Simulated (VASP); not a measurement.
# Rh (Fm-3m) in VASP: notebook

The runs below take Rh through single point, with HSE06.

Program: VASP 6.6.1. These are calculated values, not measurements. Logs are shortened: lines on timing, memory, paths and dates and some standing lists are left out, and cuts for length are marked.

**1. The cell of the first run**

The structure is cubic, space group Fm-3m (No. 225). The conventional cell has a = 3.804 Å, b = 3.804 Å, c = 3.804 Å, α = 90.00°, β = 90.00°, γ = 90.00°. Within 3.5 Å of Rh (site symmetry m-3m) lie 12 Rh at 2.69 Å.

**2. Single point, HSE06**

POSCAR

```
Rh
1.0
    0.0000000000      1.9021472637      1.9021472637
    1.9021472637      0.0000000000      1.9021472637
    1.9021472637      1.9021472637      0.0000000000
Rh
1
Direct
    0.0000000000      0.0000000000      0.0000000000
```

INCAR.step1

```
SYSTEM = Rh
ALGO = Normal ; EDIFF = 1E-5
ENCUT = 520 ; GGA = PE
ISIF = 2 ; ISMEAR = -1
LASPH = .True. ; LCHARG = .False.
LREAL = .False. ; LWAVE = .True.
NBANDS = 14 ; NELM = 80
PREC = Accurate ; SIGMA = 0.1
```

INCAR.step2

```
SYSTEM = Rh
ALGO = Normal ; EDIFF = 1E-6
ENCUT = 520 ; GGA = PE
HFSCREEN = 0.2079 ; ISIF = 2
ISMEAR = -1 ; ISTART = 1
LASPH = .True. ; LCHARG = .False.
LHFCALC = .True. ; LREAL = .False.
LWAVE = .False. ; NBANDS = 14
NELM = 80 ; PREC = Accurate
PRECFOCK = Normal ; SIGMA = 0.1
```

KPOINTS

```
k-points
0
Gamma
  6 6 6
  0 0 0
```

Potentials or basis: VASP PAW PBE potentials, release 64 (Rh_pv).

Started as:

```console
$ cat potpaw_PBE.64/Rh_pv/POTCAR > POTCAR
$ cp INCAR.step1 INCAR
$ mpirun -np 1 vasp_std > vasp.out
$ cp INCAR.step2 INCAR
$ mpirun -np 1 vasp_std > vasp.out
```

OUTCAR:

```text
SYSTEM = Rh
   EDIFF = 1E-6
   ENCUT = 520
   GGA = PE
   HFSCREEN = 0.2079
   ISIF = 2
   ISMEAR = -1
   ISTART = 1
   LASPH = .True.
   LHFCALC = .True.
   LREAL = .False.
   NELM = 80
   PREC = Accurate
   PRECFOCK = Normal

 ion  position               nearest neighbor table
   1  0.000  0.000  0.000-

  LATTYP: Found a face centered cubic cell.
 ALAT       =     3.8042945274

  Lattice vectors:

 A1 = (   0.0000000000,   1.9021472637,   1.9021472637)
 A2 = (   1.9021472637,   0.0000000000,   1.9021472637)
 A3 = (   1.9021472637,   1.9021472637,   0.0000000000)

Analysis of symmetry for initial positions (statically):
=====================================================================
 Subroutine PRICEL returns:
 Original cell was already a primitive cell.

 Routine SETGRP: Setting up the symmetry group for a
 face centered cubic supercell.

 Subroutine GETGRP returns: Found 48 space group operations
 (whereof 48 operations were pure point group operations)
 out of a pool of 48 trial point group operations.

The static configuration has the point symmetry O_h .

Analysis of symmetry for dynamics (positions and initial velocities):
=====================================================================
 Subroutine PRICEL returns:
 Original cell was already a primitive cell.

 Routine SETGRP: Setting up the symmetry group for a
 face centered cubic supercell.

 Subroutine GETGRP returns: Found 48 space group operations
 (whereof 48 operations were pure point group operations)
 out of a pool of 48 trial point group operations.

The dynamic configuration has the point symmetry O_h .

 Subroutine INISYM returns: Found 48 space group operations
 (whereof 48 operations are pure point group operations),
 and found     1 'primitive' translations

----------------------------------------------------------------------------------------

                                     Primitive cell

  volume of cell :      13.7646

  direct lattice vectors                    reciprocal lattice vectors
     0.000000000  1.902147264  1.902147264    -0.262860826  0.262860826  0.262860826
     1.902147264  0.000000000  1.902147264     0.262860826 -0.262860826  0.262860826
     1.902147264  1.902147264  0.000000000     0.262860826  0.262860826 -0.262860826

  length of vectors
     2.690042458  2.690042458  2.690042458     0.455288305  0.455288305  0.455288305

  position of ions in fractional coordinates (direct lattice)
     0.000000000  0.000000000  0.000000000

  ion indices of the primitive-cell ions
   primitive index   ion index
                 1           1

----------------------------------------------------------------------------------------

 KPOINTS: k-points

Automatic generation of k-mesh.
 Grid dimensions read from file:
 generate k-points for:    6    6    6

 Generating k-lattice:

  Cartesian coordinates                     Fractional coordinates (reciprocal lattice)
    -0.043810138  0.043810138  0.043810138     0.166666667  0.000000000  0.000000000
     0.043810138 -0.043810138  0.043810138     0.000000000  0.166666667  0.000000000
     0.043810138  0.043810138 -0.043810138     0.000000000  0.000000000  0.166666667

  Length of vectors
     0.075881384  0.075881384  0.075881384

  Shift w.r.t. Gamma in fractional coordinates (k-lattice)
     0.000000000  0.000000000  0.000000000

 Subroutine IBZKPT returns following result:
 ===========================================

 Found     16 irreducible k-points:

 Following reciprocal coordinates:
            Coordinates               Weight
  0.000000  0.000000  0.000000      1.000000
  0.166667  0.000000  0.000000      8.000000
  0.333333  0.000000  0.000000      8.000000
  0.500000  0.000000  0.000000      4.000000
  0.166667  0.166667  0.000000      6.000000
  0.333333  0.166667  0.000000     24.000000
[... 8 lines left out ...]
 -0.333333  0.333333  0.166667     24.000000
 -0.333333  0.500000  0.166667     12.000000
   k-points           NKPTS =     16   k-points in BZ     NKDIM =    216   number of bands    NBANDS=     14
   number of dos      NEDOS =    301   number of ions     NIONS =      1
   total plane-waves  NPLWV =   8000
   dimension x,y,z NGX =    20 NGY =   20 NGZ =   20
   dimension x,y,z NGXF=    40 NGYF=   40 NGZF=   40
   ions per type =               1
   NGX,Y,Z   is equivalent  to a cutoff of  12.36, 12.36, 12.36 a.u.
   NGXF,Y,Z  is equivalent  to a cutoff of  24.72, 24.72, 24.72 a.u.
 SYSTEM =  Rh
   PREC   = accura    normal or accurate (medium, high low for compatibility)
   ISTART =      1    job   : 0-new  1-cont  2-samecut
   ICHARG =      0    charge: 1-file 2-atom 10-const
   ISPIN  =      1    spin polarized calculation?
   LNONCOLLINEAR =      F non collinear calculations
   LSORBIT =      F    spin-orbit coupling
   LASPH  =      T    aspherical Exc in radial PAW
   ENCUT  =  520.0 eV  38.22 Ry    6.18 a.u.   5.00  5.00  5.00*2*pi/ulx,y,z
   NELM   =     80;   NELMIN=  2; NELMDL=  0     # of ELM steps
   EDIFF  = 0.1E-05   stopping-criterion for ELM
   LREAL  =      F    real-space projection
   EDIFFG = 0.1E-04   stopping-criterion for IOM
   NSW    =      0    number of steps for IOM
   IBRION =     -1    ionic relax: 0-MD 1-quasi-New 2-CG
   NFREE  =      0    steps in history (QN), initial steepest desc. (CG)
   ISIF   =      2    stress and relaxation
   ISYM   =      3    0-nonsym 1-usesym 2-fastsym
   POTIM  = 0.5000    time-step for ionic-motion
   TEBEG  =    0.0;   TEEND  =   0.0 temperature during run
   PSTRESS=    0.0 pullay stress
   NELECT =      15.0000    total number of electrons
   NUPDOWN=      -1.0000    fix difference up-down
   EMIN   =  10.00;   EMAX   =-10.00  energy-range for DOS
   EFERMI =   0.00;   METHOD = LEGACY
   ISMEAR =    -1;   SIGMA  =   0.10  broadening in eV -4-tet -1-fermi 0-gaus
   EFERMI_NEDOS =   21; number of points for ismear=-14 and -15
   IALGO  =     38    algorithm
   IMIX   =      1    mixing-type and parameters
     AMIX     =   0.40;   BMIX     =  1.00
     AMIX_MAG =   1.60;   BMIX_MAG =  1.00
  volume/ion in A,a.u.               =      13.76        92.89
  Fermi-wavevector in a.u.,A,eV,Ry     =   1.684681  3.183586 38.615395  2.838151
  Thomas-Fermi vector in A             =   2.767660
   LORBIT       =      0    0 simple, 1 ext, 2 COOP (PROOUT), +10 PAW based schemes
   GGA     = PE    functional components
   LHFCALC =     T    Hartree Fock is set to
   PRECFOCK=normal    Normal, Fast or Accurate (Low or Medium for compatibility)
   ENCUT4O =  -1.0   cutoff for four orbital integrals eV
   NKREDX  =     1    reduce k-point grid by
   NKREDY  =     1    reduce k-point grid by
   NKREDZ  =     1    reduce k-point grid by
   AEXX    =    0.2500 exact exchange contribution
   HFSCREEN=    0.2079 screening length (either q_TF or 0.3 A-1)
   HFSCREENC=   0.2079 screening length for correlation (either q_TF or 0.3 A-1)
   ENCUTFOCK=  -1.0 apply spherical cutoff to Coloumb kernel
   IVDW    =     0    specifies the selected vdW correction
   LEPSILON=     F    determine dielectric tensor
   LRPA    =     F    only Hartree local field effects (RPA)
 non-spin polarized calculation
  energy-cutoff  :      520.00
  volume of cell :       13.76
 maximum number of plane-waves:       388
  NGX = 16; NGY = 16; NGZ = 16

 number of electron      15.0000007 magnetization

 Free energy of the ion-electron system (eV)
  ---------------------------------------------------
  ext. energy  EPLUGINS =         0.00000000
  ---------------------------------------------------
  free energy    TOTEN  =        -8.37217629 eV

  energy without entropy =       -8.31623524  energy(sigma->0) =       -8.34420577

 E-fermi :  11.2299     XC(G=0): -11.3805

 val. band max:       11.1032879697   @ k =   0.3333   0.3333   0.0000
 cond. band min:      11.2361901695   @ k =   0.3333   0.3333   0.0000
 fundamental gap:      0.1329021998
 Fermi energy:        11.2298744100

 k-point     1 :       0.0000    0.0000    0.0000
  band No.  band energies     occupation
      1     -37.9518      2.00000
      2     -37.9518      2.00000
      3     -37.9518      2.00000
      4       2.7451      2.00000
      5       7.7945      2.00000
      6       7.7945      2.00000
      7       7.7945      2.00000
      8       9.8625      2.00000
      9       9.8625      2.00000
     10      28.6777      0.00000
     11      34.3626      0.00000
     12      34.3626      0.00000
     13      34.3626      0.00000
     14      37.0914      0.00000

 k-point     2 :       0.1667    0.0000    0.0000
  band No.  band energies     occupation
      1     -38.1745      2.00000
      2     -37.9848      2.00000
      3     -37.9848      2.00000
      4       3.8695      2.00000
      5       7.4853      2.00000
      6       8.1453      2.00000
      7       8.1453      2.00000
      8       9.8363      2.00000
      9       9.8363      2.00000
     10      29.9981      0.00000
     11      30.5022      0.00000
     12      35.9662      0.00000
     13      35.9662      0.00000
     14      37.0908      0.00000

 k-point     3 :       0.3333    0.0000    0.0000
  band No.  band energies     occupation
      1     -38.6085      2.00000
      2     -38.0487      2.00000
      3     -38.0487      2.00000
      4       4.7356      2.00000
      5       7.8588      2.00000
      6       7.8588      2.00000
      7       9.3825      2.00000
      8      11.0849      1.61977
      9      11.0850      1.61976
     10      25.1982      0.00000
     11      29.4490      0.00000
     12      36.6874      0.00000
     13      36.6874      0.00000
     14      37.0907      0.00000

 k-point     4 :       0.5000    0.0000    0.0000
  band No.  band energies     occupation
      1     -38.8192      2.00000
      2     -38.0803      2.00000
      3     -38.0803      2.00000
      4       4.4908      2.00000
      5       7.5417      2.00000
      6       7.5417      2.00000
      7      12.1066      0.00031
      8      12.1066      0.00031
      9      12.4258      0.00001
     10      21.3275      0.00000
     11      28.1552      0.00000
     12      34.2932      0.00000
     13      34.2932      0.00000
     14      37.0906      0.00000

 k-point     5 :       0.1667    0.1667    0.0000
  band No.  band energies     occupation
      1     -38.1695      2.00000
      2     -38.0346      2.00000
      3     -38.0346      2.00000
      4       4.2460      2.00000
      5       6.8399      2.00000
      6       8.7056      2.00000
      7       8.7056      2.00000
      8       9.0179      2.00000
      9      10.3247      1.99977
     10      30.7881      0.00000
     11      32.0128      0.00000
[... 140 lines left out ...]
 k-point    14 :       0.5000    0.3333    0.1667
  band No.  band energies     occupation
      1     -38.6029      2.00000
      2     -38.3112      2.00000
      3     -38.1547      2.00000
      4       5.9939      2.00000
      5       6.1527      2.00000
      6       7.5308      2.00000
      7      10.1511      1.99996
      8      11.0179      1.78554
      9      15.3100      0.00000
     10      26.1866      0.00000
     11      26.9161      0.00000
     12      29.8982      0.00000
     13      36.6060      0.00000
     14      37.0895      0.00000

 k-point    15 :      -0.3333    0.3333    0.1667
  band No.  band energies     occupation
      1     -38.6287      2.00000
      2     -38.4157      2.00000
      3     -38.2040      2.00000
      4       5.9756      2.00000
      5       6.3654      2.00000
      6       7.6638      2.00000
      7       9.4882      2.00000
      8      12.0544      0.00052
      9      19.5059      0.00000
     10      21.1803      0.00000
     11      27.4065      0.00000
     12      27.7267      0.00000
     13      35.7394      0.00000
     14      37.0909      0.00000

 k-point    16 :      -0.3333    0.5000    0.1667
  band No.  band energies     occupation
      1     -38.6493      2.00000
      2     -38.4029      2.00000
      3     -38.2835      2.00000
      4       5.0597      2.00000
      5       5.7180      2.00000
      6       8.9009      2.00000
      7      10.3097      1.99980
      8      12.7397      0.00000
      9      19.6689      0.00000
     10      24.2173      0.00000
     11      24.2781      0.00000
     12      25.4473      0.00000
     13      37.0897      0.00000
     14      37.3892      0.00000

------------------------ aborting loop because EDIFF is reached ----------------------------------------

  FORCE on cell =-STRESS in cart. coord.  units (eV):
  Direction    XX          YY          ZZ          XY          YZ          ZX
  --------------------------------------------------------------------------------------
  -------------------------------------------------------------------------------------
  Total       -0.2725537     -0.2725537     -0.2725537      0.0000000      0.0000000      0.0000000
  in kB      -31.7248943    -31.7248943    -31.7248943      0.0000000      0.0000000      0.0000000
  external PRESSURE =     -31.7248943 kB  Pullay stress =       0.0000000 kB

 VOLUME and BASIS-vectors are now :
 -----------------------------------------------------------------------------
  energy-cutoff  :      520.00
  volume of cell :       13.76
      direct lattice vectors                 reciprocal lattice vectors
     0.000000000  1.902147264  1.902147264    -0.262860826  0.262860826  0.262860826
     1.902147264  0.000000000  1.902147264     0.262860826 -0.262860826  0.262860826
     1.902147264  1.902147264  0.000000000     0.262860826  0.262860826 -0.262860826

 POSITION                                       TOTAL-FORCE (eV/Angst)
 -----------------------------------------------------------------------------------
      0.00000      0.00000      0.00000         0.000000      0.000000      0.000000
 -----------------------------------------------------------------------------------
    total drift:                                0.000004      0.000005      0.000005

  FREE ENERGIE OF THE ION-ELECTRON SYSTEM (eV)
  ---------------------------------------------------
  free  energy   TOTEN  =        -8.3721762928 eV

  energy  without entropy=       -8.3162352406  energy(sigma->0) =       -8.34420577
```

It took 19 min on 1 thread of Intel Xeon Platinum 8259CL at 2.50GHz (Skylake/Cascade Lake), shared host; peak memory 0.23 GiB.

What came out:

```yaml
Free_energy: -8.3722 eV
Pressure: -3.2 GPa
```

Levels at points of the mesh, in eV from the Fermi level:
| k point | band 4 | band 5 | band 6 | band 7 | band 8 | band 9 | band 10 | band 11 |
| --- | --- | --- | --- | --- | --- | --- | --- | --- |
| (0.00, 0.00, 0.00) | -8.48 | -3.44 | -3.44 | -3.44 | -1.37 | -1.37 | 17.45 | 23.13 |
| (0.50, 0.00, 0.00) | -6.74 | -3.69 | -3.69 | 0.88 | 0.88 | 1.20 | 10.10 | 16.93 |
| (0.50, 0.50, 0.00) | -7.14 | -6.63 | 0.47 | 1.48 | 1.48 | 3.97 | 13.81 | 14.76 |

Caveat: the k points lie up to 0.48 Å⁻¹ apart; the PAW data sets were made with another functional, which shifts forces and pressure a little.

**3. Single point, HSE06**

POSCAR is that of step 2.

INCAR.step1

```
PREC     = Accurate       # precision mode
ENCUT    = 520            # plane-wave cutoff, eV
EDIFF    = 1E-5           # SCF threshold, eV
ISMEAR   = -1             # smearing method
SIGMA    = 0.1            # smearing width, eV
LREAL    = F              # projectors in reciprocal space
LASPH    = T              # aspherical terms in the spheres
NELM     = 60             # most SCF steps
ALGO     = Normal         # electronic algorithm
ISIF     = 2              # what is computed and relaxed
LWAVE    = T              # write WAVECAR
NBANDS   = 14             # bands
GGA      = PE             # functional
```

INCAR.step2

```
PREC     = Accurate       # precision mode
ENCUT    = 520            # plane-wave cutoff, eV
EDIFF    = 1E-7           # SCF threshold, eV
ISMEAR   = -1             # smearing method
SIGMA    = 0.1            # smearing width, eV
LREAL    = F              # projectors in reciprocal space
LASPH    = T              # aspherical terms in the spheres
NELM     = 60             # most SCF steps
ALGO     = Normal         # electronic algorithm
ISIF     = 2              # what is computed and relaxed
LWAVE    = F              # write WAVECAR
LCHARG   = T              # write CHGCAR
GGA      = PE             # functional
LHFCALC  = T              # exact exchange
HFSCREEN = 0.2079         # screening, 1/A
PRECFOCK = Normal       
LELF     = T              # ELF
LVHAR    = T            
NBANDS   = 14             # bands
ISTART   = 1
```

KPOINTS

```
regular mesh
0
Gamma
  6 6 6
```

Potentials or basis: VASP PAW PBE potentials, release 64 (Rh_pv).

Started as:

```console
$ cat potpaw_PBE.64/Rh_pv/POTCAR > POTCAR
$ cp INCAR.step1 INCAR
$ mpirun -np 1 vasp_std > vasp.out
$ cp INCAR.step2 INCAR
$ mpirun -np 1 vasp_std > vasp.out
```

Run time: 19 min. Hardware: 1 thread of Intel Xeon Platinum 8259CL at 2.50GHz (Skylake/Cascade Lake), shared host; peak memory 0.23 GiB.

Results (log left out):

| Property | Result |
| --- | --- |
| Free energy | -8.3722 eV |
| Pressure | -3.1 GPa |

Levels at points of the mesh, in eV from the Fermi level:
| k point | band 5 | band 6 | band 7 | band 8 | band 9 | band 10 |
| --- | --- | --- | --- | --- | --- | --- |
| (0.00, 0.00, 0.00) | -3.44 | -3.44 | -3.44 | -1.37 | -1.37 | 17.45 |
| (0.50, 0.00, 0.00) | -3.69 | -3.69 | 0.88 | 0.88 | 1.20 | 10.10 |
| (0.50, 0.50, 0.00) | -6.63 | 0.47 | 1.48 | 1.48 | 3.97 | 13.81 |

Caveat: the k points lie up to 0.48 Å⁻¹ apart; the PAW data sets were made with another functional, which shifts forces and pressure a little.
